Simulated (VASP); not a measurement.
# BaTiO3 (R3m) in VASP: a series of runs

The runs below take BaTiO3 through single point, with PBE+U.

All numbers are computed with VASP 6.6.1; they aren't measurements. Logs are shortened: lines on timing, memory, paths and dates and some standing lists are left out, and cuts for length are marked.

## Step 1: The cell of the first run

The structure is trigonal, space group R3m (No. 160). The conventional cell has a = 5.635 Å, b = 5.635 Å, c = 7.249 Å, α = 90.00°, β = 90.00°, γ = 120.00°. Within 3.7 Å of Ba (site symmetry 3m) lie 12 O at 2.82 to 2.99 Å and 8 Ti at 3.45 to 3.70 Å. Ti (site symmetry 3m) has 6 O at 1.90 to 2.16 Å within 2.5 Å. O (site symmetry m) has 2 Ti at 1.90 to 2.16 Å within 2.5 Å.

## Step 2: Single point, PBE+U (strain -0.015 along x and y, +0.030 along z)

INCAR

```
ALGO = Normal
EDIFF = 1E-7
ENCUT = 520
GGA = PE
ISIF = 2
ISMEAR = 0
LASPH = T
LCHARG = F
LDAU = T
LDAUJ = 0 0 0
LDAUL = -1 2 -1
LDAUPRINT = 1
LDAUTYPE = 2
LDAUU = 0 4 0
LMAXMIX = 4
LREAL = F
LWAVE = F
NBANDS = 28
NELM = 150
PREC = Accurate
SIGMA = 0.05
```

KPOINTS

```
k-points
0
Gamma
  6 6 6
```

POSCAR

```
BaTiO3
1.0
    2.8174665038      1.6266650444      2.4164351857
   -2.8174665038      1.6266650444      2.4164351857
    0.0000000000     -3.2533300889      2.4164351856
Ba Ti O
1 1 3
Direct
    0.0026800181      0.0026800181      0.0026800181
    0.5127992509      0.5127992509      0.5127992509
    0.4903227049      0.4903227049      0.9825753212
    0.4903227049      0.9825753212      0.4903227049
    0.9825753212      0.4903227049      0.4903227049
```

Potentials or basis: VASP PAW PBE potentials, release 64 (Ba_sv, Ti_sv, O).

Started as:

```bash
$ cat potpaw_PBE.64/Ba_sv/POTCAR potpaw_PBE.64/Ti_sv/POTCAR potpaw_PBE.64/O/POTCAR > POTCAR
$ mpirun -np 1 vasp_std > vasp.out
```

OUTCAR:

```text
EDIFF = 1E-7
   ENCUT = 520
   GGA = PE
   ISIF = 2
   ISMEAR = 0
   LASPH = T
   LREAL = F
   NELM = 150
   PREC = Accurate

 ion  position               nearest neighbor table
   1  0.003  0.003  0.003-   3 2.82   3 2.82   4 2.82   5 2.82   5 2.82   4 2.82   4 2.84   5 2.84
                             3 2.84   5 2.99   4 2.99   3 2.99   2 3.45   2 3.45   2 3.45   2 3.50
   2  0.513  0.513  0.513-   4 1.90   5 1.90   3 1.90   4 2.16   5 2.16   3 2.16   1 3.45   1 3.45
                             1 3.45   1 3.50   1 3.50   1 3.50   1 3.55   1 3.70
   3  0.490  0.490  0.983-   2 1.90   2 2.16   1 2.82   1 2.82   1 2.84   1 2.99
   4  0.490  0.983  0.490-   2 1.90   2 2.16   1 2.82   1 2.82   1 2.84   1 2.99
   5  0.983  0.490  0.490-   2 1.90   2 2.16   1 2.82   1 2.82   1 2.84   1 2.99

  LATTYP: Found a trigonal (rhomboedric) cell.
 ALAT       =     4.0525690214
 COS(alpha) =     0.0333112195

  Lattice vectors:

 A1 = (   2.8174665038,   1.6266650444,   2.4164351857)
 A2 = (  -2.8174665038,   1.6266650444,   2.4164351857)
 A3 = (   0.0000000000,  -3.2533300889,   2.4164351856)

Analysis of symmetry for initial positions (statically):
=====================================================================
 Subroutine PRICEL returns:
 Original cell was already a primitive cell.

 Routine SETGRP: Setting up the symmetry group for a
 trigonal (rhombohedral) supercell.

 Subroutine GETGRP returns: Found  6 space group operations
 (whereof  6 operations were pure point group operations)
 out of a pool of 12 trial point group operations.

The static configuration has the point symmetry C_3v.

Analysis of symmetry for dynamics (positions and initial velocities):
=====================================================================
 Subroutine PRICEL returns:
 Original cell was already a primitive cell.

 Routine SETGRP: Setting up the symmetry group for a
 trigonal (rhombohedral) supercell.

 Subroutine GETGRP returns: Found  6 space group operations
 (whereof  6 operations were pure point group operations)
 out of a pool of 12 trial point group operations.

The dynamic configuration has the point symmetry C_3v.

 Subroutine INISYM returns: Found  6 space group operations
 (whereof  6 operations are pure point group operations),
 and found     1 'primitive' translations

----------------------------------------------------------------------------------------

                                     Primitive cell

  volume of cell :      66.4482

  direct lattice vectors                    reciprocal lattice vectors
     2.817466504  1.626665044  2.416435186     0.177464399  0.102459119  0.137944248
    -2.817466504  1.626665044  2.416435186    -0.177464399  0.102459119  0.137944248
     0.000000000 -3.253330089  2.416435186     0.000000000 -0.204918237  0.137944248

  length of vectors
     4.052569021  4.052569021  4.052569021     0.247022467  0.247022467  0.247022467

  position of ions in fractional coordinates (direct lattice)
     0.002680018  0.002680018  0.002680018
     0.512799251  0.512799251  0.512799251
     0.490322705  0.490322705  0.982575321
     0.490322705  0.982575321  0.490322705
     0.982575321  0.490322705  0.490322705

  ion indices of the primitive-cell ions
   primitive index   ion index
                 1           1
                 2           2
                 3           3
                 4           4
                 5           5

----------------------------------------------------------------------------------------

 KPOINTS: k-points

Automatic generation of k-mesh.
 Grid dimensions read from file:
 generate k-points for:    6    6    6

 Generating k-lattice:

  Cartesian coordinates                     Fractional coordinates (reciprocal lattice)
     0.029577400  0.017076520  0.022990708     0.166666667  0.000000000 -0.000000000
    -0.029577400  0.017076520  0.022990708     0.000000000  0.166666667 -0.000000000
     0.000000000 -0.034153040  0.022990708     0.000000000  0.000000000  0.166666667

  Length of vectors
     0.041170411  0.041170411  0.041170411

  Shift w.r.t. Gamma in fractional coordinates (k-lattice)
     0.000000000  0.000000000  0.000000000

 Subroutine IBZKPT returns following result:
 ===========================================

 Found     32 irreducible k-points:

 Following reciprocal coordinates:
            Coordinates               Weight
  0.000000  0.000000  0.000000      1.000000
  0.166667  0.000000  0.000000      6.000000
  0.333333  0.000000  0.000000      6.000000
  0.500000 -0.000000  0.000000      3.000000
  0.166667  0.166667  0.000000      6.000000
  0.333333  0.166667  0.000000     12.000000
[... 16 lines left out ...]
  0.500000  0.500000  0.166667      6.000000
 -0.333333  0.500000  0.166667     12.000000
 [... further k-points ...]
   k-points           NKPTS =     32   k-points in BZ     NKDIM =     32   number of bands    NBANDS=     28
   number of dos      NEDOS =    301   number of ions     NIONS =      5
   total plane-waves  NPLWV =  27000
   dimension x,y,z NGX =    30 NGY =   30 NGZ =   30
   dimension x,y,z NGXF=    60 NGYF=   60 NGZF=   60
   ions per type =               1   1   3
   NGX,Y,Z   is equivalent  to a cutoff of  12.31, 12.31, 12.31 a.u.
   NGXF,Y,Z  is equivalent  to a cutoff of  24.61, 24.61, 24.61 a.u.
 SYSTEM =  unknown system
   PREC   = accura    normal or accurate (medium, high low for compatibility)
   ISTART =      0    job   : 0-new  1-cont  2-samecut
   ICHARG =      2    charge: 1-file 2-atom 10-const
   ISPIN  =      1    spin polarized calculation?
   LNONCOLLINEAR =      F non collinear calculations
   LSORBIT =      F    spin-orbit coupling
   LASPH  =      T    aspherical Exc in radial PAW
   ENCUT  =  520.0 eV  38.22 Ry    6.18 a.u.   7.54  7.54  7.54*2*pi/ulx,y,z
   NELM   =    150;   NELMIN=  2; NELMDL= -5     # of ELM steps
   EDIFF  = 0.1E-06   stopping-criterion for ELM
   LREAL  =      F    real-space projection
   EDIFFG = 0.1E-05   stopping-criterion for IOM
   NSW    =      0    number of steps for IOM
   IBRION =     -1    ionic relax: 0-MD 1-quasi-New 2-CG
   NFREE  =      0    steps in history (QN), initial steepest desc. (CG)
   ISIF   =      2    stress and relaxation
   ISYM   =      2    0-nonsym 1-usesym 2-fastsym
   POTIM  = 0.5000    time-step for ionic-motion
   TEBEG  =    0.0;   TEEND  =   0.0 temperature during run
   PSTRESS=    0.0 pullay stress
   NELECT =      40.0000    total number of electrons
   NUPDOWN=      -1.0000    fix difference up-down
   EMIN   =  10.00;   EMAX   =-10.00  energy-range for DOS
   EFERMI =   0.00;   METHOD = LEGACY
   ISMEAR =     0;   SIGMA  =   0.05  broadening in eV -4-tet -1-fermi 0-gaus
   EFERMI_NEDOS =   21; number of points for ismear=-14 and -15
   IALGO  =     38    algorithm
   IMIX   =      4    mixing-type and parameters
     AMIX     =   0.40;   BMIX     =  1.00
     AMIX_MAG =   1.60;   BMIX_MAG =  1.00
  volume/ion in A,a.u.               =      13.29        89.68
  Fermi-wavevector in a.u.,A,eV,Ry     =   1.382294  2.612157 25.997148  1.910736
  Thomas-Fermi vector in A             =   2.506999
   LORBIT       =      0    0 simple, 1 ext, 2 COOP (PROOUT), +10 PAW based schemes
 LDA+U is selected, type is set to LDAUTYPE =  2
   angular momentum for each species LDAUL =    -1    2   -1
   U (eV)           for each species LDAUU =   0.0  4.0  0.0
   J (eV)           for each species LDAUJ =   0.0  0.0  0.0
   GGA     = PE    functional components
   LHFCALC =     F    Hartree Fock is set to
   AEXX    =    0.0000 exact exchange contribution
   IVDW    =     0    specifies the selected vdW correction
   LEPSILON=     F    determine dielectric tensor
   LRPA    =     F    only Hartree local field effects (RPA)
 non-spin polarized calculation
 Gauss-broadening in eV      SIGMA  =   0.05
  energy-cutoff  :      520.00
  volume of cell :       66.45
 maximum number of plane-waves:      1824
   NGX = 15   NGY = 15   NGZ = 15

atom =   2  type =  2  l = 2

 onsite density matrix

spin component  1

  0.1583  0.0000 -0.0000  0.0627 -0.0000
  0.0000  0.1934  0.0000  0.0000  0.0627
 -0.0000  0.0000  0.1071  0.0000  0.0000
  0.0627  0.0000  0.0000  0.1934  0.0000
 -0.0000  0.0627  0.0000  0.0000  0.1583

spin component  2

  0.1583  0.0000 -0.0000  0.0627 -0.0000
  0.0000  0.1934  0.0000  0.0000  0.0627
 -0.0000  0.0000  0.1071  0.0000  0.0000
  0.0627  0.0000  0.0000  0.1934  0.0000
 -0.0000  0.0627  0.0000  0.0000  0.1583

 occupancies and eigenvectors

  o =  0.1071  v =  0.0000  0.0000  1.0000  0.0000 -0.0000  0.0000  0.0000  0.0000  0.0000  0.0000      0.0000  0.0000  0.0000  0.0000  0.0000  0.0000  0.0000  0.0000  0.0000  0.0000
  o =  0.1071  v =  0.0000  0.0000  0.0000  0.0000  0.0000  0.0000  0.0000  1.0000  0.0000 -0.0000      0.0000  0.0000  0.0000  0.0000  0.0000  0.0000  0.0000  0.0000  0.0000  0.0000
  o =  0.1107  v =  0.0000  0.0000  0.0000  0.0000  0.0000 -0.7969  0.0000 -0.0000  0.6042 -0.0000      0.0000  0.0000  0.0000  0.0000  0.0000  0.0000  0.0000  0.0000  0.0000  0.0000
  o =  0.1107  v = -0.7969  0.0000 -0.0000  0.6042 -0.0000  0.0000  0.0000  0.0000  0.0000  0.0000      0.0000  0.0000  0.0000  0.0000  0.0000  0.0000  0.0000  0.0000  0.0000  0.0000
  o =  0.1107  v =  0.0000 -0.6042  0.0000  0.0000  0.7969  0.0000  0.0000  0.0000  0.0000  0.0000      0.0000  0.0000  0.0000  0.0000  0.0000  0.0000  0.0000  0.0000  0.0000  0.0000
  o =  0.1107  v =  0.0000  0.0000  0.0000  0.0000  0.0000  0.0000 -0.6042  0.0000  0.0000  0.7969      0.0000  0.0000  0.0000  0.0000  0.0000  0.0000  0.0000  0.0000  0.0000  0.0000
  o =  0.2409  v = -0.6042  0.0000  0.0000 -0.7969  0.0000  0.0000  0.0000  0.0000  0.0000  0.0000      0.0000  0.0000  0.0000  0.0000  0.0000  0.0000  0.0000  0.0000  0.0000  0.0000
  o =  0.2409  v =  0.0000  0.0000  0.0000  0.0000  0.0000 -0.6042  0.0000  0.0000 -0.7969  0.0000      0.0000  0.0000  0.0000  0.0000  0.0000  0.0000  0.0000  0.0000  0.0000  0.0000
  o =  0.2409  v =  0.0000  0.7969  0.0000  0.0000  0.6042  0.0000  0.0000  0.0000  0.0000  0.0000      0.0000  0.0000  0.0000  0.0000  0.0000  0.0000  0.0000  0.0000  0.0000  0.0000
  o =  0.2409  v =  0.0000  0.0000  0.0000  0.0000  0.0000  0.0000  0.7969  0.0000  0.0000  0.6042      0.0000  0.0000  0.0000  0.0000  0.0000  0.0000  0.0000  0.0000  0.0000  0.0000

 number of electron      40.0000008 magnetization

 Free energy of the ion-electron system (eV)
  ---------------------------------------------------
  ext. energy  EPLUGINS =         0.00000000
  ---------------------------------------------------
  free energy    TOTEN  =       -37.23898360 eV

  energy without entropy =      -37.23898360  energy(sigma->0) =      -37.23898360

 E-fermi :   4.0744     XC(G=0): -11.0629

 val. band max:        3.6566160903   @ k =   0.5000   0.5000   0.5000
 cond. band min:       6.2321224360   @ k =   0.0000   0.0000   0.0000
 fundamental gap:      2.5755063457
 Fermi energy:         4.0743737970

 k-point     1 :       0.0000    0.0000    0.0000
  band No.  band energies     occupation
      1     -53.9184      2.00000
      2     -30.1072      2.00000
      3     -30.1072      2.00000
      4     -30.0809      2.00000
      5     -21.2419      2.00000
      6     -13.1643      2.00000
[... 20 lines left out ...]
     27       8.6788      0.00000
     28      10.5079      0.00000

 k-point     2 :       0.1667    0.0000    0.0000
  band No.  band energies     occupation
      1     -53.9182      2.00000
      2     -30.1140      2.00000
      3     -30.1068      2.00000
      4     -30.0832      2.00000
      5     -21.2177      2.00000
      6     -13.1749      2.00000
[... 20 lines left out ...]
     27       9.1775      0.00000
     28      11.1396      0.00000

 k-point     3 :       0.3333    0.0000    0.0000
  band No.  band energies     occupation
      1     -53.9178      2.00000
      2     -30.1302      2.00000
      3     -30.1060      2.00000
      4     -30.0852      2.00000
      5     -21.1683      2.00000
      6     -13.2616      2.00000
[... 616 lines left out ...]
      3     -30.1308      2.00000
      4     -30.0997      2.00000
      5     -21.0637      2.00000
      6     -12.6614      2.00000
[... 20 lines left out ...]
     27      11.9555      0.00000
     28      12.3079      0.00000

 k-point    24 :      -0.3333    0.5000    0.1667
  band No.  band energies     occupation
      1     -53.9169      2.00000
      2     -30.1386      2.00000
      3     -30.1258      2.00000
      4     -30.0989      2.00000
      5     -21.0791      2.00000
      6     -12.8241      2.00000
[... 20 lines left out ...]
     27      11.6283      0.00000
     28      12.0426      0.00000

 [... further k-points ...]
[... 5 lines left out ...]
  --------------------------------------------------------------------------------------
  -------------------------------------------------------------------------------------
  Total        3.0852412      3.0852412     -1.2130212      0.0000000      0.0000000      0.0000000
  in kB       74.3903170     74.3903170    -29.2479655      0.0000000      0.0000000      0.0000000
  external PRESSURE =      39.8442228 kB  Pullay stress =       0.0000000 kB

 VOLUME and BASIS-vectors are now :
 -----------------------------------------------------------------------------
  energy-cutoff  :      520.00
  volume of cell :       66.45
      direct lattice vectors                 reciprocal lattice vectors
     2.817466504  1.626665044  2.416435186     0.177464399  0.102459119  0.137944248
    -2.817466504  1.626665044  2.416435186    -0.177464399  0.102459119  0.137944248
     0.000000000 -3.253330089  2.416435186     0.000000000 -0.204918237  0.137944248

 POSITION                                       TOTAL-FORCE (eV/Angst)
 -----------------------------------------------------------------------------------
      0.00000     -0.00000      0.01943         0.000000     -0.000000      0.005525
      0.00000     -0.00000      3.71744         0.000000      0.000000     -0.507533
      0.00000     -1.60146      4.74400         0.000000     -0.373938      0.167336
     -1.38691      0.80073      4.74400        -0.323840      0.186969      0.167336
      1.38691      0.80073      4.74400         0.323840      0.186969      0.167336
 -----------------------------------------------------------------------------------
    total drift:                               -0.000000      0.000001      0.000907

  FREE ENERGIE OF THE ION-ELECTRON SYSTEM (eV)
  ---------------------------------------------------
  free  energy   TOTEN  =       -37.2389835974 eV

  energy  without entropy=      -37.2389835974  energy(sigma->0) =      -37.23898360
```

Wall time 72 s (1 thread of Intel Xeon 6975P-C, shared host); peak memory 0.21 GiB.

What came out:

- Free energy: -37.2390 eV
- Pressure: 4.0 GPa
- Largest force: 0.508 eV/Å
- Band gap on the k mesh: 2.58 eV, indirect (least direct gap 2.90 eV)

Forces on the atoms (eV/Å):
```
Ba   0.000  0.000  0.006
Ti   0.000  0.000 -0.508
O    0.000 -0.374  0.167
O   -0.324  0.187  0.167
O    0.324  0.187  0.167
```

Stress tensor (GPa, compression positive):
```
 7.44  0.00  0.00
 0.00  7.44  0.00
 0.00  0.00 -2.92
```

Eigenvalues of the final occupation matrices:
```tsv
site	spin	trace	eigenvalues
site 2 d	1	0.81	0.11 0.11 0.11 0.24 0.24
site 2 d	2	0.81	0.11 0.11 0.11 0.24 0.24
```

Caveat: the cell differs from its parent crystal (strain -0.015 along x and y, +0.030 along z); spin-orbit coupling is left out, which moves the levels of the heavy elements.

## Step 3: Single point, PBE+U (strain +0.030 along x and y, -0.030 along z)

INCAR

```
PREC = Accurate ; ENCUT = 520
EDIFF = 1E-6 ; ISMEAR = 0
SIGMA = 0.05 ; LREAL = F
LASPH = T ; NELM = 150
ALGO = Normal ; ISIF = 2
LWAVE = F ; LCHARG = F
LMAXMIX = 4 ; LDAU = T
LDAUTYPE = 2 ; LDAUL = -1 2 -1
LDAUU = 0 4 0 ; LDAUJ = 0 0 0
LDAUPRINT = 1 ; GGA = PE
NBANDS = 28
```

KPOINTS

```
Automatic mesh
0
Gamma
  6 6 6
```

POSCAR, as its differences from that of step 2:

```diff
@@ -2,5 +2,5 @@
 1.0
-    2.8174665038      1.6266650444      2.4164351857
-   -2.8174665038      1.6266650444      2.4164351857
-    0.0000000000     -3.2533300889      2.4164351856
+    2.9461832477      1.7009796911      2.2756719710
+   -2.9461832477      1.7009796911      2.2756719710
+    0.0000000000     -3.4019593823      2.2756719709
 Ba Ti O
```

Potentials or basis: VASP PAW PBE potentials, release 64 (Ba_sv, Ti_sv, O).

Started as:

```bash
$ cat potpaw_PBE.64/Ba_sv/POTCAR potpaw_PBE.64/Ti_sv/POTCAR potpaw_PBE.64/O/POTCAR > POTCAR
$ mpirun -np 1 vasp_std > vasp.out
```

It took 73 s on 1 thread of Intel Xeon 6975P-C, shared host; peak memory 0.21 GiB.

It converged, with:

- Free energy: -37.2160 eV
- Pressure: -1.2 GPa
- Largest force: 0.420 eV/Å
- Band gap on the k mesh: 2.37 eV, indirect (least direct gap 2.72 eV)

Forces in eV/Å, atoms in the order of the input:
```
Ba   0.000  0.000 -0.038
Ti   0.000  0.000 -0.420
O    0.000 -0.012  0.153
O   -0.010  0.006  0.153
O    0.010  0.006  0.153
```

Stress tensor (GPa, compression positive):
```
-5.46  0.00  0.00
 0.00 -5.46  0.00
 0.00  0.00  7.28
```

Levels at points of the mesh, in eV from the valence-band top:
```csv
k point,band 16,band 17,band 18,band 19,band 20,band 21,band 22,band 23,band 24,band 25
"(0.00, 0.00, 0.00)",-1.15,-1.15,-0.56,-0.56,-0.36,2.36,2.47,2.47,3.86,3.86
"(0.50, 0.00, 0.00)",-1.94,-1.72,-1.54,-1.07,-0.83,2.60,3.67,3.73,3.91,5.37
"(0.50, 0.50, 0.00)",-2.43,-1.88,-1.00,-0.93,-0.13,3.65,3.81,4.13,4.40,7.00
"(0.50, 0.50, 0.50)",-2.46,-2.13,-0.08,-0.08,0.00,4.12,4.37,4.37,6.08,6.32
```

Eigenvalues of the final occupation matrices:
```
    site  spin  trace               eigenvalues
site 2 d     1   0.79  0.11 0.11 0.11 0.23 0.23
site 2 d     2   0.79  0.11 0.11 0.11 0.23 0.23
```

Caveat: the cell differs from its parent crystal (strain +0.030 along x and y, -0.030 along z); spin-orbit coupling is left out, which moves the levels of the heavy elements.
